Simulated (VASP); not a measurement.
# Pb (P6_3/mmc) in VASP: a series of runs

Pb is run at these levels: PBE+D3(BJ); tasks: single point.

Everything below comes from runs of VASP 6.6.1. Logs are shortened: lines on timing, memory, paths and dates and some standing lists are left out, and cuts for length are marked.

### Step 1. The cell of the first run

It takes space group P6_3/mmc (No. 194, hexagonal). The conventional cell has a = 3.674 Å, b = 3.674 Å, c = 5.016 Å, α = 90.00°, β = 90.00°, γ = 120.00°. Within 4.3 Å of Pb (site symmetry -6m2) lie 12 Pb at 3.28 to 3.67 Å.

This isn't the form of Pb at room conditions, which is fcc.

### Step 2. Single point, PBE+D3(BJ)

Contents of INCAR:

```
SYSTEM = Pb
PREC = Accurate
ENCUT = 520
EDIFF = 1E-7
ISMEAR = 0
SIGMA = 0.15
LREAL = .FALSE.
LASPH = .TRUE.
NELM = 100
ALGO = Fast
ISIF = 2
LWAVE = .FALSE.
LCHARG = .FALSE.
GGA = PE
IVDW = 12
NBANDS = 21
```

Contents of KPOINTS:

```
regular mesh
0
G
  18 18 10
  0 0 0
```

Contents of POSCAR:

```
Pb
1.0
    3.6737225571      0.0000000000      0.0000000000
   -1.8368612785      3.1815370609      0.0000000000
    0.0000000000      0.0000000000      5.0160026627
Pb
2
Direct
    0.3333333333      0.6666666667      0.2500000000
    0.6666666667      0.3333333333      0.7500000000
```

Potentials or basis: VASP PAW PBE potentials, release 64 (Pb_d).

Launch:

```bash
cat potpaw_PBE.64/Pb_d/POTCAR > POTCAR
mpirun -np 1 vasp_std > vasp.out
```

OUTCAR:

```text
SYSTEM = Pb
   PREC = Accurate
   ENCUT = 520
   EDIFF = 1E-7
   ISMEAR = 0
   LREAL = .FALSE.
   LASPH = .TRUE.
   NELM = 100
   ISIF = 2
   GGA = PE
   IVDW = 12
 IVDW          = 12

 ion  position               nearest neighbor table
   1  0.333  0.667  0.250-   2 3.28   2 3.28   2 3.28   2 3.28   2 3.28   2 3.28
   2  0.667  0.333  0.750-   1 3.28   1 3.28   1 3.28   1 3.28   1 3.28   1 3.28

  LATTYP: Found a hexagonal cell.
 ALAT       =     3.6737225571
 C/A-ratio  =     1.3653732923

  Lattice vectors:

 A1 = (   3.6737225571,   0.0000000000,   0.0000000000)
 A2 = (  -1.8368612785,   3.1815370609,   0.0000000000)
 A3 = (   0.0000000000,   0.0000000000,   5.0160026627)

Analysis of symmetry for initial positions (statically):
=====================================================================
 Subroutine PRICEL returns:
 Original cell was already a primitive cell.

 Routine SETGRP: Setting up the symmetry group for a
 hexagonal supercell.

 Subroutine GETGRP returns: Found 24 space group operations
 (whereof 12 operations were pure point group operations)
 out of a pool of 24 trial point group operations.

The static configuration has the point symmetry D_3d.
 The point group associated with its full space group is D_6h.

Analysis of symmetry for dynamics (positions and initial velocities):
=====================================================================
 Subroutine PRICEL returns:
 Original cell was already a primitive cell.

 Routine SETGRP: Setting up the symmetry group for a
 hexagonal supercell.

 Subroutine GETGRP returns: Found 24 space group operations
 (whereof 12 operations were pure point group operations)
 out of a pool of 24 trial point group operations.

The dynamic configuration has the point symmetry D_3d.
 The point group associated with its full space group is D_6h.

 Subroutine INISYM returns: Found 24 space group operations
 (whereof 12 operations are pure point group operations),
 and found     1 'primitive' translations

----------------------------------------------------------------------------------------

                                     Primitive cell

  volume of cell :      58.6275

  direct lattice vectors                    reciprocal lattice vectors
[... 81 lines left out ...]
   ISPIN  =      1    spin polarized calculation?
   LNONCOLLINEAR =      F non collinear calculations
   LSORBIT =      F    spin-orbit coupling
   LASPH  =      T    aspherical Exc in radial PAW
   ENCUT  =  520.0 eV  38.22 Ry    6.18 a.u.   6.83  6.83  9.33*2*pi/ulx,y,z
   NELM   =    100;   NELMIN=  2; NELMDL= -5     # of ELM steps
   EDIFF  = 0.1E-06   stopping-criterion for ELM
   LREAL  =      F    real-space projection
   EDIFFG = 0.1E-05   stopping-criterion for IOM
   NSW    =      0    number of steps for IOM
   IBRION =     -1    ionic relax: 0-MD 1-quasi-New 2-CG
   NFREE  =      0    steps in history (QN), initial steepest desc. (CG)
   ISIF   =      2    stress and relaxation
   ISYM   =      2    0-nonsym 1-usesym 2-fastsym
   POTIM  = 0.5000    time-step for ionic-motion
   TEBEG  =    0.0;   TEEND  =   0.0 temperature during run
   PSTRESS=    0.0 pullay stress
   NELECT =      28.0000    total number of electrons
   NUPDOWN=      -1.0000    fix difference up-down
   EMIN   =  10.00;   EMAX   =-10.00  energy-range for DOS
   EFERMI =   0.00;   METHOD = LEGACY
   ISMEAR =     0;   SIGMA  =   0.15  broadening in eV -4-tet -1-fermi 0-gaus
   EFERMI_NEDOS =   21; number of points for ismear=-14 and -15
   IALGO  =     68    algorithm
   IMIX   =      4    mixing-type and parameters
     AMIX     =   0.40;   BMIX     =  1.00
     AMIX_MAG =   1.60;   BMIX_MAG =  1.00
  volume/ion in A,a.u.               =      29.31       197.82
  Fermi-wavevector in a.u.,A,eV,Ry     =   1.279658  2.418202 22.279864  1.637524
  Thomas-Fermi vector in A             =   2.412130
   LORBIT       =      0    0 simple, 1 ext, 2 COOP (PROOUT), +10 PAW based schemes
   GGA     = PE    functional components
   LHFCALC =     F    Hartree Fock is set to
   AEXX    =    0.0000 exact exchange contribution
   IVDW    =    12    specifies the selected vdW correction
   LEPSILON=     F    determine dielectric tensor
   LRPA    =     F    only Hartree local field effects (RPA)
 non-spin polarized calculation
 RMM-DIIS sequential band-by-band and
 Gauss-broadening in eV      SIGMA  =   0.15
  energy-cutoff  :      520.00
  volume of cell :       58.63
 maximum number of plane-waves:      1599
 NGX is ok and might be reduce to    28

 number of electron      27.9999998 magnetization

 Free energy of the ion-electron system (eV)
  ---------------------------------------------------
  ext. energy  EPLUGINS =         0.00000000
  ---------------------------------------------------
  free energy    TOTEN  =        -6.86857332 eV

  energy without entropy =       -6.85345876  energy(sigma->0) =       -6.86101604

 E-fermi :   7.6729     XC(G=0): -10.3331

 val. band max:        7.6724884866   @ k =   0.4444   0.1111   0.3000
 cond. band min:       7.6786776338   @ k =   0.4444   0.0000   0.1000
 fundamental gap:      0.0061891473
 Fermi energy:         7.6728672430

 k-point     1 :       0.0000    0.0000    0.0000
  band No.  band energies     occupation
      1      -9.5182      2.00000
      2      -9.4820      2.00000
      3      -9.4820      2.00000
      4      -9.4121      2.00000
      5      -9.4121      2.00000
      6      -9.3749      2.00000
[... 565 lines left out ...]
     20      14.8662      0.00000
     21      19.6220      0.00000

 [... further k-points ...]

------------------------ aborting loop because EDIFF is reached ----------------------------------------

 Edisp (eV)   -0.84972

 E8    (eV) :    -0.4311

  FORCE on cell =-STRESS in cart. coord.  units (eV):
  Direction    XX          YY          ZZ          XY          YZ          ZX
  --------------------------------------------------------------------------------------
  -------------------------------------------------------------------------------------
  Total       0.37439     0.37439     2.48003     0.00000     0.00000     0.00000
  in kB      10.23133    10.23133    67.77446     0.00000     0.00000     0.00000
  external pressure =       29.41 kB  Pullay stress =        0.00 kB

 VOLUME and BASIS-vectors are now :
 -----------------------------------------------------------------------------
  energy-cutoff  :      520.00
  volume of cell :       58.63
      direct lattice vectors                 reciprocal lattice vectors
     3.673722557  0.000000000  0.000000000     0.272203462  0.157156742  0.000000000
    -1.836861279  3.181537061  0.000000000     0.000000000  0.314313485  0.000000000
     0.000000000  0.000000000  5.016002663     0.000000000  0.000000000  0.199361936

 POSITION                                       TOTAL-FORCE (eV/Angst)
 -----------------------------------------------------------------------------------
     -0.00000      2.12102      1.25400        -0.000000      0.000000      0.000000
      1.83686      1.06051      3.76200         0.000000     -0.000000      0.000000
 -----------------------------------------------------------------------------------
    total drift:                               -0.000000      0.000000      0.000000

  FREE ENERGIE OF THE ION-ELECTRON SYSTEM (eV)
  ---------------------------------------------------
  free  energy   TOTEN  =        -7.7182954142 eV

  energy  without entropy=       -7.7031808483  energy(sigma->0) =       -7.71073813
```

OSZICAR:

```text
N       E                     dE             d eps       ncg     rms          rms(c)
DAV:   1     0.296901328533E+03    0.29690E+03   -0.14301E+04  9339   0.165E+03
DAV:   2     0.145785152421E+02   -0.28232E+03   -0.27607E+03  9429   0.413E+02
DAV:   3    -0.621910990968E+01   -0.20798E+02   -0.20609E+02 11277   0.138E+02
DAV:   4    -0.686702752152E+01   -0.64792E+00   -0.64682E+00 11056   0.273E+01
DAV:   5    -0.689863683529E+01   -0.31609E-01   -0.31608E-01 12818   0.557E+00    0.875E-01
RMM:   6    -0.687500944998E+01    0.23627E-01   -0.32706E-02 10720   0.223E+00    0.447E-01
RMM:   7    -0.686813840052E+01    0.68710E-02   -0.22953E-02 10505   0.152E+00    0.126E-01
RMM:   8    -0.686837372344E+01   -0.23532E-03   -0.69840E-03 13116   0.105E+00    0.235E-02
RMM:   9    -0.686854195585E+01   -0.16823E-03   -0.19071E-03 14286   0.357E-01    0.204E-02
RMM:  10    -0.686856764171E+01   -0.25686E-04   -0.27474E-04 14400   0.165E-01    0.165E-02
RMM:  11    -0.686857204547E+01   -0.44038E-05   -0.71638E-05 12331   0.654E-02    0.482E-03
RMM:  12    -0.686857210750E+01   -0.62031E-07   -0.10382E-05 13178   0.341E-02    0.396E-03
RMM:  13    -0.686857324570E+01   -0.11382E-05   -0.42738E-06 13404   0.159E-02    0.886E-04
RMM:  14    -0.686857332447E+01   -0.78777E-07   -0.80903E-07 11772   0.899E-03
   1 F= -.77182954E+01 E0= -.77107381E+01  d E =-.151146E-01
```

stdout:

```text
POSCAR found type information on POSCAR Pb
 POSCAR found :  1 types and       2 ions
 scaLAPACK will be used
 LDA part: xc-table for (Slater+PW92), standard interpolation
 POSCAR, INCAR and KPOINTS ok, starting setup
 FFT: planning ... GRIDC
 FFT: planning ... GRID_SOFT
 FFT: planning ... GRID
 WAVECAR not read
 entering main loop
WARNING in EDDRMM: call to ZHEGV failed, returncode =   6  3     20
WARNING in EDDRMM: call to ZHEGV failed, returncode =   8  4     21
```

Run time: 2.9 min. Hardware: 1 thread of AMD EPYC 9R14 (Zen 4), shared host; peak memory 0.31 GiB.

What came out:

```
Free energy                : -7.7183 eV
Pressure                   : 2.9 GPa
Band gap on the k mesh     : zero (bands 14 and 15 overlap by 6.96 eV)
Dispersion energy per atom : -0.425 eV
```

Stress tensor (GPa, compression positive):
```
1.02 0.00 0.00
0.00 1.02 0.00
0.00 0.00 6.78
```

Caveat: spin-orbit coupling is left out, which moves the levels of the heavy elements.

### Step 3. Single point, PBE+D3(BJ)

This run uses another cell than the first one, of the same volume but with other edges.

Contents of INCAR:

```
SYSTEM = Pb
  ALGO = Fast
  EDIFF = 1E-6
  ENCUT = 520
  GGA = PE
  ISIF = 2
  ISMEAR = 0
  IVDW = 12
  LASPH = .True.
  LCHARG = .False.
  LREAL = .False.
  LWAVE = .False.
  NBANDS = 21
  NELM = 80
  PREC = Accurate
  SIGMA = 0.15
```

Contents of KPOINTS:

```
k-points
0
Gamma
  18 18 10
  0 0 0
```

Contents of POSCAR:

```
Pb
1.0
    3.2748060304      0.0000000000      0.0000000000
   -1.6374030152      2.8360652148      0.0000000000
    0.0000000000      0.0000000000      6.3124696817
Pb
2
Direct
    0.3333333333      0.6666666667      0.2500000000
    0.6666666667      0.3333333333      0.7500000000
```

Potentials or basis: VASP PAW PBE potentials, release 64 (Pb_d).

Launch:

```bash
cat potpaw_PBE.64/Pb_d/POTCAR > POTCAR
mpirun -np 1 vasp_std > vasp.out
```

OUTCAR:

```text
SYSTEM = Pb
   EDIFF = 1E-6
   ENCUT = 520
   GGA = PE
   ISIF = 2
   ISMEAR = 0
   IVDW = 12
   LASPH = .True.
   LREAL = .False.
   NELM = 80
   PREC = Accurate
 IVDW          = 12

 ion  position               nearest neighbor table
   1  0.333  0.667  0.250-   2 3.68   2 3.68   2 3.68   2 3.68   2 3.68   2 3.68
   2  0.667  0.333  0.750-   1 3.68   1 3.68   1 3.68   1 3.68   1 3.68   1 3.68

  LATTYP: Found a hexagonal cell.
 ALAT       =     3.2748060304
 C/A-ratio  =     1.9275858244

  Lattice vectors:

 A1 = (   3.2748060304,   0.0000000000,   0.0000000000)
 A2 = (  -1.6374030152,   2.8360652148,   0.0000000000)
 A3 = (   0.0000000000,   0.0000000000,   6.3124696817)

Analysis of symmetry for initial positions (statically):
=====================================================================
 Subroutine PRICEL returns:
 Original cell was already a primitive cell.

 Routine SETGRP: Setting up the symmetry group for a
 hexagonal supercell.

 Subroutine GETGRP returns: Found 24 space group operations
 (whereof 12 operations were pure point group operations)
 out of a pool of 24 trial point group operations.

The static configuration has the point symmetry D_3d.
 The point group associated with its full space group is D_6h.

Analysis of symmetry for dynamics (positions and initial velocities):
=====================================================================
 Subroutine PRICEL returns:
 Original cell was already a primitive cell.

 Routine SETGRP: Setting up the symmetry group for a
 hexagonal supercell.

 Subroutine GETGRP returns: Found 24 space group operations
 (whereof 12 operations were pure point group operations)
 out of a pool of 24 trial point group operations.

The dynamic configuration has the point symmetry D_3d.
 The point group associated with its full space group is D_6h.

 Subroutine INISYM returns: Found 24 space group operations
[... 111 lines left out ...]
   EFERMI =   0.00;   METHOD = LEGACY
   ISMEAR =     0;   SIGMA  =   0.15  broadening in eV -4-tet -1-fermi 0-gaus
   EFERMI_NEDOS =   21; number of points for ismear=-14 and -15
   IALGO  =     68    algorithm
   IMIX   =      4    mixing-type and parameters
     AMIX     =   0.40;   BMIX     =  1.00
     AMIX_MAG =   1.60;   BMIX_MAG =  1.00
  volume/ion in A,a.u.               =      29.31       197.82
  Fermi-wavevector in a.u.,A,eV,Ry     =   1.279658  2.418202 22.279864  1.637524
  Thomas-Fermi vector in A             =   2.412130
   LORBIT       =      0    0 simple, 1 ext, 2 COOP (PROOUT), +10 PAW based schemes
   GGA     = PE    functional components
   LHFCALC =     F    Hartree Fock is set to
   AEXX    =    0.0000 exact exchange contribution
   IVDW    =    12    specifies the selected vdW correction
   LEPSILON=     F    determine dielectric tensor
   LRPA    =     F    only Hartree local field effects (RPA)
 non-spin polarized calculation
 RMM-DIIS sequential band-by-band and
 Gauss-broadening in eV      SIGMA  =   0.15
  energy-cutoff  :      520.00
  volume of cell :       58.63
 maximum number of plane-waves:      1608
   NGX = 13   NGY = 13   NGZ = 23

 number of electron      28.0000001 magnetization

 Free energy of the ion-electron system (eV)
  ---------------------------------------------------
  ext. energy  EPLUGINS =         0.00000000
  ---------------------------------------------------
  free energy    TOTEN  =        -6.88735995 eV

  energy without entropy =       -6.87417492  energy(sigma->0) =       -6.88076744

 E-fermi :   7.6730     XC(G=0): -10.3296

 val. band max:        7.6718528604   @ k =   0.2778   0.2222   0.2000
 cond. band min:       7.6782105741   @ k =   0.2222   0.0556   0.5000
 fundamental gap:      0.0063577137
 Fermi energy:         7.6730376227

 k-point     1 :       0.0000    0.0000    0.0000
  band No.  band energies     occupation
      1      -9.5842      2.00000
      2      -9.5646      2.00000
      3      -9.4948      2.00000
      4      -9.4948      2.00000
      5      -9.4837      2.00000
      6      -9.4837      2.00000
[... 565 lines left out ...]
     20      17.2165      0.00000
     21      17.9501      0.00000

 [... further k-points ...]

------------------------ aborting loop because EDIFF is reached ----------------------------------------

 Edisp (eV)   -0.85049

 E8    (eV) :    -0.4318

  FORCE on cell =-STRESS in cart. coord.  units (eV):
  Direction    XX          YY          ZZ          XY          YZ          ZX
  --------------------------------------------------------------------------------------
  -------------------------------------------------------------------------------------
  Total       2.19579     2.19579    -0.95583     0.00000     0.00000     0.00000
  in kB      60.00674    60.00674   -26.12114     0.00000     0.00000     0.00000
  external pressure =       31.30 kB  Pullay stress =        0.00 kB

 VOLUME and BASIS-vectors are now :
 -----------------------------------------------------------------------------
  energy-cutoff  :      520.00
  volume of cell :       58.63
      direct lattice vectors                 reciprocal lattice vectors
     3.274806030  0.000000000  0.000000000     0.305361597  0.176300600  0.000000000
    -1.637403015  2.836065215  0.000000000     0.000000000  0.352601201  0.000000000
     0.000000000  0.000000000  6.312469682     0.000000000  0.000000000  0.158416602

 POSITION                                       TOTAL-FORCE (eV/Angst)
 -----------------------------------------------------------------------------------
     -0.00000      1.89071      1.57812        -0.000000      0.000000      0.000000
      1.63740      0.94536      4.73435         0.000000     -0.000000      0.000000
 -----------------------------------------------------------------------------------
    total drift:                               -0.000000      0.000000      0.000000

  FREE ENERGIE OF THE ION-ELECTRON SYSTEM (eV)
  ---------------------------------------------------
  free  energy   TOTEN  =        -7.7378499687 eV

  energy  without entropy=       -7.7246649312  energy(sigma->0) =       -7.73125745
```

OSZICAR:

```text
N       E                     dE             d eps       ncg     rms          rms(c)
DAV:   1     0.294749704625E+03    0.29475E+03   -0.14349E+04  9348   0.165E+03
DAV:   2     0.141276932597E+02   -0.28062E+03   -0.27397E+03  9394   0.408E+02
DAV:   3    -0.626240837830E+01   -0.20390E+02   -0.20158E+02 11243   0.136E+02
DAV:   4    -0.688635679071E+01   -0.62395E+00   -0.62365E+00 11215   0.268E+01
DAV:   5    -0.691729380893E+01   -0.30937E-01   -0.30936E-01 12869   0.549E+00    0.875E-01
RMM:   6    -0.689363471638E+01    0.23659E-01   -0.32195E-02 10686   0.222E+00    0.445E-01
RMM:   7    -0.688691689751E+01    0.67178E-02   -0.22688E-02 10553   0.151E+00    0.125E-01
RMM:   8    -0.688717159291E+01   -0.25470E-03   -0.66795E-03 13510   0.102E+00    0.229E-02
RMM:   9    -0.688732975137E+01   -0.15816E-03   -0.18000E-03 13880   0.349E-01    0.192E-02
RMM:  10    -0.688735681862E+01   -0.27067E-04   -0.25465E-04 11581   0.222E-01    0.163E-02
RMM:  11    -0.688735324403E+01    0.35746E-05   -0.14094E-04 12875   0.134E-01    0.297E-03
RMM:  12    -0.688735946914E+01   -0.62251E-05   -0.66398E-05 13733   0.711E-02    0.256E-03
RMM:  13    -0.688735995423E+01   -0.48508E-06   -0.84103E-06  8169   0.346E-02
   1 F= -.77378500E+01 E0= -.77312574E+01  d E =-.131850E-01
```

It took 2 min on 1 thread of AMD EPYC 9R14 (Zen 4), shared host; peak memory 0.31 GiB.

Results:

```
Free energy                : -7.7378 eV
Pressure                   : 3.1 GPa
Band gap on the k mesh     : zero (bands 14 and 15 overlap by 6.60 eV)
Dispersion energy per atom : -0.425 eV
```

Stress tensor (GPa, compression positive):
```
 6.00  0.00  0.00
 0.00  6.00  0.00
 0.00  0.00 -2.61
```

Levels at points of the mesh, in eV from the Fermi level:
| k point | band 10 | band 11 | band 12 | band 13 | band 14 | band 15 | band 16 | band 17 | band 18 | band 19 |
| --- | --- | --- | --- | --- | --- | --- | --- | --- | --- | --- |
| (0.00, 0.00, 0.00) | -16.85 | -12.08 | -9.61 | -4.65 | 4.47 | 7.80 | 7.80 | 8.51 | 9.12 | 9.12 |
| (0.50, 0.00, 0.00) | -16.73 | -7.77 | -6.87 | -3.63 | -2.65 | -0.31 | 1.70 | 3.43 | 5.80 | 7.60 |
| (0.00, 0.00, 0.50) | -16.89 | -11.17 | -11.17 | -0.99 | -0.99 | 8.41 | 8.41 | 8.41 | 8.41 | 10.42 |
| (0.50, 0.00, 0.50) | -16.73 | -7.22 | -7.22 | -3.91 | -3.91 | 2.61 | 2.61 | 4.41 | 4.41 | 6.48 |

Caveat: the cell stands under pressure; spin-orbit coupling is left out, which moves the levels of the heavy elements.
